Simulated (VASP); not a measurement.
# TiTe2 (P-3m1) in VASP: notebook, part 2 of 2

VASP 6.6.1.

## 3. Vibrations by perturbation theory, PBEsol

INCAR reads:

```
SYSTEM = TiTe2
PREC     = Accurate       ! precision mode
ENCUT    = 520            ! plane-wave cutoff, eV
EDIFF    = 1E-8           ! SCF threshold, eV
ISMEAR   = -1             ! smearing method
SIGMA    = 0.05           ! smearing width, eV
LREAL    = .False.        ! projectors in reciprocal space
LASPH    = .True.         ! aspherical terms in the spheres
NELM     = 100            ! most SCF steps
ALGO     = Normal         ! electronic algorithm
ISIF     = 2              ! what is computed and relaxed
LWAVE    = .False.        ! write WAVECAR
LCHARG   = .False.        ! write CHGCAR
GGA      = PS             ! functional
IBRION   = 8              ! ionic algorithm
NSW      = 1              ! ionic steps
```

KPOINTS reads:

```
regular mesh
0
Gamma
  8 8 4
  0 0 0
```

POSCAR reads:

```
TiTe2
1.0
    3.7770000000      0.0000000000      0.0000000000
   -1.8885000000      3.2709779501      0.0000000000
    0.0000000000      0.0000000000      6.4980000000
Te Ti
2 1
Direct
    0.3333333333      0.6666666667      0.7372000000
    0.6666666667      0.3333333333      0.2628000000
    0.0000000000      0.0000000000      0.0000000000
```

Potentials or basis: VASP PAW PBE potentials, release 64 (Te, Ti_sv).

Command:

```bash
cat potpaw_PBE.64/Te/POTCAR potpaw_PBE.64/Ti_sv/POTCAR > POTCAR
mpirun -np 1 vasp_std > vasp.out
```

OUTCAR:

```text
SYSTEM = TiTe2
   PREC = Accurate
   ENCUT = 520
   EDIFF = 1E-8
   ISMEAR = -1
   LREAL = .False.
   LASPH = .True.
   NELM = 100
   ISIF = 2
   GGA = PS
   IBRION = 8
   NSW = 1

 ion  position               nearest neighbor table
   1  0.333  0.667  0.737-   3 2.77   3 2.77   3 2.77
   2  0.667  0.333  0.263-   3 2.77   3 2.77   3 2.77
   3  0.000  0.000  0.000-   1 2.77   2 2.77   2 2.77   1 2.77   2 2.77   1 2.77

  LATTYP: Found a hexagonal cell.
 ALAT       =     3.7770000000
 C/A-ratio  =     1.7204130262

  Lattice vectors:

 A1 = (   3.7770000000,   0.0000000000,   0.0000000000)
 A2 = (  -1.8885000000,   3.2709779501,   0.0000000000)
 A3 = (   0.0000000000,   0.0000000000,   6.4980000000)

Analysis of symmetry for initial positions (statically):
[... 702 lines left out ...]
  x     0.00000     0.00000     0.00000     0.00000     0.00000     0.00000
  y     0.00000     0.00000     0.00000     0.00000     0.00000     0.00000
  z     0.00000     0.00000     0.00000     0.00000     0.00000     0.00000

 SECOND DERIVATIVES (NOT SYMMETRIZED)
 ------------------------------------
               1X          1Y          1Z          2X          2Y          2Z          3X          3Y          3Z
  1X    -3.357185    0.000000    0.000000    1.011101    0.000000    0.000000    2.346083    0.000000    0.000000
  1Y     0.000000   -3.357185    0.000000    0.000000    1.011101    0.000000    0.000000    2.346083   -0.000000
  1Z     0.000000   -0.000000   -6.984464   -0.000000   -0.000000    1.652959    0.000000    0.000000    5.331505
  2X     1.011101    0.000000    0.000000   -3.357185    0.000000    0.000000    2.346083    0.000000    0.000000
  2Y     0.000000    1.011101    0.000000    0.000000   -3.357185    0.000000    0.000000    2.346083   -0.000000
  2Z    -0.000000   -0.000000    1.652959    0.000000   -0.000000   -6.984464    0.000000    0.000000    5.331505
  3X     2.354726    0.000000    0.000000    2.354726    0.000000    0.000000   -4.709453    0.000000    0.000000
  3Y     0.000000    2.354726    0.000000    0.000000    2.354726    0.000000    0.000000   -4.709453    0.000000
  3Z    -0.000000    0.000000    5.358070    0.000000    0.000000    5.358070    0.000000    0.000000  -10.716140

 Eigenvectors and eigenvalues of the dynamical matrix
 ----------------------------------------------------

   1 f  =    8.056774 THz    50.622204 2PiTHz  268.745051 cm-1    33.320125 meV
             X         Y         Z           dx          dy          dz
     -0.000000  2.180652  4.790326     0.000000    0.000000   -0.280463
      1.888500  1.090326  1.707674    -0.000000    0.000000   -0.280463
      0.000000  0.000000  0.000000     0.000000    0.000000    0.917977
[... 43 lines left out ...]
   9 f/i=    0.007290 THz     0.045804 2PiTHz    0.243166 cm-1     0.030149 meV
             X         Y         Z           dx          dy          dz
     -0.000000  2.180652  4.790326    -0.000000   -0.000000    0.649108
      1.888500  1.090326  1.707674     0.000000   -0.000000    0.649108
      0.000000  0.000000  0.000000     0.000000    0.000000    0.396634

--------------------------------------------------------------------------------------------------------

 ELASTIC MODULI CONTR FROM IONIC RELAXATION (kBar)
 Direction    XX          YY          ZZ          XY          YZ          ZX
 --------------------------------------------------------------------------------
 XX        -228.5840   -154.4732   -359.8429      0.0000   -124.9851      0.0000
 YY        -154.4732   -228.5840   -359.8429      0.0000    124.9851      0.0000
 ZZ        -359.8429   -359.8429   -676.0709      0.0000      0.0000      0.0000
 XY           0.0000      0.0000      0.0000    -37.0554     -0.0000   -103.8555
 YZ        -124.9851    124.9851      0.0000     -0.0000   -421.5654     -0.0000
 ZX           0.0000      0.0000      0.0000   -103.8555     -0.0000   -291.0765
 --------------------------------------------------------------------------------
```

It took 7.4 min on 1 thread of Intel Xeon 6975P-C (Granite Rapids), shared host; peak memory 0.49 GiB.

What came out:

```yaml
Highest_phonon_frequency_at_Γ_LO-TO_splitting_left_out: 269 cm⁻¹
```

Phonon frequencies in cm⁻¹ (negative: imaginary):
| q point | frequencies |
| --- | --- |
| (0.000, 0.000, 0.000) | 0 0 0 96 96 136 178 178 269 |

Caveat: the cell stands under pressure or tension, which shifts response properties; spin-orbit coupling is left out, which moves the levels of the heavy elements.
